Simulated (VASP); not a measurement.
# GeN (Cmmm) in VASP: relaxation of cell and atoms with PBE

Aim: the relaxation of cell and atoms of GeN with PBE.

Everything below comes from runs of VASP 6.6.1. Logs are shortened: lines on timing, memory, paths and dates and some standing lists are left out, and cuts for length are marked.

## 1. The cell of the first run

It takes space group Cmmm (No. 65, orthorhombic). The conventional cell has a = 5.525 Å, b = 8.710 Å, c = 3.067 Å, α = 90.00°, β = 90.00°, γ = 90.00°. Ge (site symmetry m2m) has 2 N at 1.95 Å within 2.6 Å. Within 1.8 Å of N (site symmetry m2m) lie 1 N at 1.33 Å.

The cell was generated, and may not be a known phase.

## 2. Relaxation of cell and atoms, PBE

INCAR

```
SYSTEM = GeN
  PREC = Accurate
  ENCUT = 600
  EDIFF = 1E-6
  ISMEAR = 0
  SIGMA = 0.1
  LREAL = .False.
  LASPH = .True.
  NELM = 80
  ALGO = Fast
  ISIF = 3
  LWAVE = .False.
  LCHARG = .False.
  GGA = PE
  IBRION = 2
  NSW = 100
  EDIFFG = -0.01
```

KPOINTS

```
Automatic mesh
0
Gamma
  10 10 16
  0 0 0
```

POSCAR

```
GeN
1.0
    2.7622940762     -4.3551221361      0.0000000000
    2.7622940762      4.3551221361      0.0000000000
    0.0000000000      0.0000000000      3.0671043500
Ge N
2 2
Direct
    0.2154888672      0.7845111328      0.0000000000
    0.7845111328      0.2154888672      0.0000000000
    0.0766262687      0.9233737313      0.5000000000
    0.9233737313      0.0766262687      0.5000000000
```

Potentials or basis: VASP PAW PBE potentials, release 64 (Ge_d, N).

Run with:

```sh
> cat potpaw_PBE.64/Ge_d/POTCAR potpaw_PBE.64/N/POTCAR > POTCAR
> mpirun -np 1 vasp_std > vasp.out
```

OUTCAR:

```text
SYSTEM = GeN
   PREC = Accurate
   ENCUT = 600
   EDIFF = 1E-6
   ISMEAR = 0
   LREAL = .False.
   LASPH = .True.
   NELM = 80
   ISIF = 3
   GGA = PE
   IBRION = 2
   NSW = 100
   EDIFFG = -0.01

 ion  position               nearest neighbor table
   1  0.215  0.785  0.000-   3 1.95   3 1.95   2 2.83   2 2.83
   2  0.785  0.215  0.000-   4 1.95   4 1.95   1 2.83   1 2.83
   3  0.077  0.923  0.500-   4 1.33   1 1.95   1 1.95
   4  0.923  0.077  0.500-   3 1.33   2 1.95   2 1.95

  LATTYP: Found a base centered orthorhombic cell.
 ALAT       =     5.5245881524
 B/A-ratio  =     1.5766323266
 C/A-ratio  =     0.5551733931

  Lattice vectors:

 A1 = (   2.7622940762,  -4.3551221361,   0.0000000000)
 A2 = (   2.7622940762,   4.3551221361,   0.0000000000)
 A3 = (   0.0000000000,   0.0000000000,   3.0671043500)

Analysis of symmetry for initial positions (statically):
=====================================================================
 Subroutine PRICEL returns:
 Original cell was already a primitive cell.

 Routine SETGRP: Setting up the symmetry group for a
 base centered orthorhombic supercell.

 Subroutine GETGRP returns: Found  8 space group operations
 (whereof  8 operations were pure point group operations)
 out of a pool of  8 trial point group operations.

The static configuration has the point symmetry D_2h.

Analysis of symmetry for dynamics (positions and initial velocities):
=====================================================================
 Subroutine PRICEL returns:
 Original cell was already a primitive cell.

 Routine SETGRP: Setting up the symmetry group for a
 base centered orthorhombic supercell.

 Subroutine GETGRP returns: Found  8 space group operations
 (whereof  8 operations were pure point group operations)
 out of a pool of  8 trial point group operations.

The dynamic configuration has the point symmetry D_2h.

 Subroutine INISYM returns: Found  8 space group operations
 (whereof  8 operations are pure point group operations),
 and found     1 'primitive' translations

----------------------------------------------------------------------------------------

                                     Primitive cell

  volume of cell :      73.7953

  direct lattice vectors                    reciprocal lattice vectors
     2.762294076 -4.355122136  0.000000000     0.181008968 -0.114807343  0.000000000
     2.762294076  4.355122136  0.000000000     0.181008968  0.114807343  0.000000000
     0.000000000  0.000000000  3.067104350     0.000000000  0.000000000  0.326040423

  length of vectors
     5.157262586  5.157262586  3.067104350     0.214347784  0.214347784  0.326040423

  position of ions in fractional coordinates (direct lattice)
     0.215488867  0.784511133  0.000000000
     0.784511133  0.215488867  0.000000000
     0.076626269  0.923373731  0.500000000
     0.923373731  0.076626269  0.500000000

  ion indices of the primitive-cell ions
   primitive index   ion index
                 1           1
                 2           2
                 3           3
                 4           4

----------------------------------------------------------------------------------------

 KPOINTS: Automatic mesh

Automatic generation of k-mesh.
 Grid dimensions read from file:
 generate k-points for:   10   10   16

 Generating k-lattice:

  Cartesian coordinates                     Fractional coordinates (reciprocal lattice)
     0.018100897 -0.011480734  0.000000000     0.100000000  0.000000000  0.000000000
     0.018100897  0.011480734  0.000000000     0.000000000  0.100000000  0.000000000
     0.000000000  0.000000000  0.020377526     0.000000000  0.000000000  0.062500000

  Length of vectors
     0.021434778  0.021434778  0.020377526

  Shift w.r.t. Gamma in fractional coordinates (k-lattice)
     0.000000000  0.000000000  0.000000000

 Subroutine IBZKPT returns following result:
 ===========================================

 Found    279 irreducible k-points:

 Following reciprocal coordinates:
            Coordinates               Weight
  0.000000  0.000000  0.000000      1.000000
  0.100000 -0.000000  0.000000      4.000000
  0.200000 -0.000000  0.000000      4.000000
  0.300000  0.000000  0.000000      4.000000
  0.400000  0.000000  0.000000      4.000000
  0.500000 -0.000000  0.000000      2.000000
[... 16 lines left out ...]
  0.300000  0.300000  0.000000      2.000000
  0.400000  0.300000  0.000000      4.000000
 [... further k-points ...]
   k-points           NKPTS =    279   k-points in BZ     NKDIM =    279   number of bands    NBANDS=     23
   number of dos      NEDOS =    301   number of ions     NIONS =      4
   total plane-waves  NPLWV =  49392
   dimension x,y,z NGX =    42 NGY =   42 NGZ =   28
   dimension x,y,z NGXF=    84 NGYF=   84 NGZF=   56
   ions per type =               2   2
   NGX,Y,Z   is equivalent  to a cutoff of  13.54, 13.54, 15.18 a.u.
   NGXF,Y,Z  is equivalent  to a cutoff of  27.08, 27.08, 30.35 a.u.
 SYSTEM =  GeN
   PREC   = accura    normal or accurate (medium, high low for compatibility)
   ISTART =      0    job   : 0-new  1-cont  2-samecut
   ICHARG =      2    charge: 1-file 2-atom 10-const
   ISPIN  =      1    spin polarized calculation?
   LNONCOLLINEAR =      F non collinear calculations
   LSORBIT =      F    spin-orbit coupling
   LASPH  =      T    aspherical Exc in radial PAW
   ENCUT  =  600.0 eV  44.10 Ry    6.64 a.u.  10.30 10.30  6.13*2*pi/ulx,y,z
   NELM   =     80;   NELMIN=  2; NELMDL= -5     # of ELM steps
   EDIFF  = 0.1E-05   stopping-criterion for ELM
   LREAL  =      F    real-space projection
   EDIFFG = -.1E-01   stopping-criterion for IOM
   NSW    =    100    number of steps for IOM
   IBRION =      2    ionic relax: 0-MD 1-quasi-New 2-CG
   NFREE  =      1    steps in history (QN), initial steepest desc. (CG)
   ISIF   =      3    stress and relaxation
   ISYM   =      2    0-nonsym 1-usesym 2-fastsym
   POTIM  = 0.5000    time-step for ionic-motion
   TEBEG  =    0.0;   TEEND  =   0.0 temperature during run
   PSTRESS=    0.0 pullay stress
   NELECT =      38.0000    total number of electrons
   NUPDOWN=      -1.0000    fix difference up-down
   EMIN   =  10.00;   EMAX   =-10.00  energy-range for DOS
   EFERMI =   0.00;   METHOD = LEGACY
   ISMEAR =     0;   SIGMA  =   0.10  broadening in eV -4-tet -1-fermi 0-gaus
   EFERMI_NEDOS =   21; number of points for ismear=-14 and -15
   IALGO  =     68    algorithm
   IMIX   =      4    mixing-type and parameters
     AMIX     =   0.40;   BMIX     =  1.00
     AMIX_MAG =   1.60;   BMIX_MAG =  1.00
  volume/ion in A,a.u.               =      18.45       124.50
  Fermi-wavevector in a.u.,A,eV,Ry     =   1.312179  2.479659 23.426699  1.721814
  Thomas-Fermi vector in A             =   2.442589
   LORBIT       =      0    0 simple, 1 ext, 2 COOP (PROOUT), +10 PAW based schemes
   GGA     = PE    functional components
   LHFCALC =     F    Hartree Fock is set to
   AEXX    =    0.0000 exact exchange contribution
   IVDW    =     0    specifies the selected vdW correction
   LEPSILON=     F    determine dielectric tensor
   LRPA    =     F    only Hartree local field effects (RPA)
 conjugate gradient relaxation of ions
 non-spin polarized calculation
 RMM-DIIS sequential band-by-band and
 Gauss-broadening in eV      SIGMA  =   0.10
  energy-cutoff  :      600.00
  volume of cell :       73.80
 maximum number of plane-waves:      2482
 NGX is ok and might be reduce to    42
   NGX = 21   NGY = 21   NGZ = 13

--------------------------------------- Ionic step        1  -------------------------------------------

 number of electron      38.0000000 magnetization

 Free energy of the ion-electron system (eV)
  ---------------------------------------------------
  ext. energy  EPLUGINS =         0.00000000
  ---------------------------------------------------
  free energy    TOTEN  =       -23.77633025 eV

  energy without entropy =      -23.77042180  energy(sigma->0) =      -23.77337603

------------------------ aborting loop because EDIFF is reached ----------------------------------------

  FORCE on cell =-STRESS in cart. coord.  units (eV):
  Direction    XX          YY          ZZ          XY          YZ          ZX
  --------------------------------------------------------------------------------------
  -------------------------------------------------------------------------------------
  Total        0.0931228      0.0406193     -0.2157849      0.0000000      0.0000000      0.0000000
  in kB        2.0217972      0.8818893     -4.6849262      0.0000000      0.0000000      0.0000000
  external PRESSURE =      -0.5937465 kB  Pullay stress =       0.0000000 kB
[... 95 lines left out ...]
  FREE ENERGIE OF THE ION-ELECTRON SYSTEM (eV)
  ---------------------------------------------------
  free  energy   TOTEN  =       -23.7766411441 eV

  energy  without entropy=      -23.7707152963  energy(sigma->0) =      -23.77367822

[... ionic steps 4 to 16 ...]

--------------------------------------- Ionic step       17  -------------------------------------------

 number of electron      37.9999998 magnetization

------------------------ aborting loop because EDIFF is reached ----------------------------------------

  FORCE on cell =-STRESS in cart. coord.  units (eV):
  Direction    XX          YY          ZZ          XY          YZ          ZX
  --------------------------------------------------------------------------------------
  -------------------------------------------------------------------------------------
  Total       -0.0139734     -0.0109509     -0.0052863      0.0000000      0.0000000      0.0000000
  in kB       -0.3026769     -0.2372069     -0.1145064      0.0000000      0.0000000      0.0000000
  external PRESSURE =      -0.2181301 kB  Pullay stress =       0.0000000 kB
[... 61 lines left out ...]
  energy  without entropy=      -23.7710721391  energy(sigma->0) =      -23.77401206

--------------------------------------- Ionic step       19  -------------------------------------------

 number of electron      37.9999998 magnetization

 Free energy of the ion-electron system (eV)
  ---------------------------------------------------
  ext. energy  EPLUGINS =         0.00000000
  ---------------------------------------------------
  free energy    TOTEN  =       -23.77695486 eV

  energy without entropy =      -23.77107461  energy(sigma->0) =      -23.77401474

 E-fermi :   3.3568     XC(G=0):  -9.0808

 val. band max:        3.3538512836   @ k =   0.3000   0.1000   0.3750
 cond. band min:       3.3582390833   @ k =   0.4000   0.3000   0.4375
 fundamental gap:      0.0043877998
 Fermi energy:         3.3568410533

 k-point     1 :       0.0000    0.0000    0.0000
  band No.  band energies     occupation
      1     -21.3982      2.00000
      2     -21.3188      2.00000
      3     -21.2553      2.00000
      4     -21.2452      2.00000
      5     -21.2417      2.00000
      6     -21.2162      2.00000
[... 613 lines left out ...]
     22       7.9476      0.00000
     23       9.5715      0.00000

 [... further k-points ...]

------------------------ aborting loop because EDIFF is reached ----------------------------------------

  FORCE on cell =-STRESS in cart. coord.  units (eV):
  Direction    XX          YY          ZZ          XY          YZ          ZX
  --------------------------------------------------------------------------------------
  -------------------------------------------------------------------------------------
  Total       -0.0079110     -0.0087215      0.0056837     -0.0000000      0.0000000      0.0000000
  in kB       -0.1713505     -0.1889065      0.1231068     -0.0000000      0.0000000      0.0000000
  external PRESSURE =      -0.0790500 kB  Pullay stress =       0.0000000 kB
[... 19 lines left out ...]
  FREE ENERGIE OF THE ION-ELECTRON SYSTEM (eV)
  ---------------------------------------------------
  free  energy   TOTEN  =       -23.7769548640 eV

  energy  without entropy=      -23.7710746061  energy(sigma->0) =      -23.77401474

 reached required accuracy - stopping structural energy minimisation
```

It took 1.6 h on 1 thread of Oxide Virtual Turin-like, shared host; peak memory 0.58 GiB.

Results:

```yaml
Free_energy: -23.7770 eV
Relaxed_volume: 18.49 Å³/atom
Relaxed_cell: a = 5.163 Å, b = 5.163 Å, c = 3.059 Å, α = 90.00°, β = 90.00°, γ = 114.89°
Space_group_after_relaxing_to_0.1_Å: Cmmm (No. 65)
Energy_gained_by_relaxing: 0.2 meV/atom
Ionic_steps: 19
Pressure_after_relaxing: 0.0 GPa
Largest_force_after_relaxing: 0.009 eV/Å
Band_gap_on_the_k_mesh: zero (bands 19 and 20 overlap by 0.87 eV)
```

Forces on the atoms (eV/Å):
```
Ge   0.000 -0.009  0.000
Ge   0.000  0.009  0.000
N    0.000  0.001  0.000
N    0.000 -0.001  0.000
```

Step by step:
```
step  energy change (eV)  largest force (eV/Å)  pressure (GPa)  volume (Å³)
   1              0.0000                0.0819           -0.06        73.80
   2              0.0001                0.1837           -0.14        73.72
   3             -0.0003                0.0425           -0.08        73.76
   4             -0.0004                0.0325            0.21        73.65
   5             -0.0005                0.0175            0.10        73.69
   6             -0.0005                0.0044            0.11        73.76
   7             -0.0005                0.0248           -0.03        73.96
   8             -0.0006                0.0049           -0.01        73.87
   9             -0.0006                0.0023           -0.01        73.84
  10             -0.0006                0.0224            0.05        73.87
  11             -0.0006                0.0316            0.04        73.89
  12             -0.0006                0.0249            0.05        73.90
  13             -0.0006                0.0101            0.04        73.96
  14             -0.0006                0.0104           -0.01        73.98
  15             -0.0006                0.0142           -0.03        73.97
  16             -0.0006                0.0135            0.02        73.96
  17             -0.0006                0.0117           -0.02        73.97
  18             -0.0006                0.0119            0.00        73.97
  19             -0.0006                0.0087           -0.01        73.97
```

Final structure:
```
Ge N
1.0
     2.77819   -4.35128    0.00000
     2.77819    4.35128    0.00000
     0.00000    0.00000    3.05949
Ge N
2 2
Direct
  0.21580 0.78420 0.00000
  0.78420 0.21580 0.00000
  0.07680 0.92320 0.50000
  0.92320 0.07680 0.50000
```
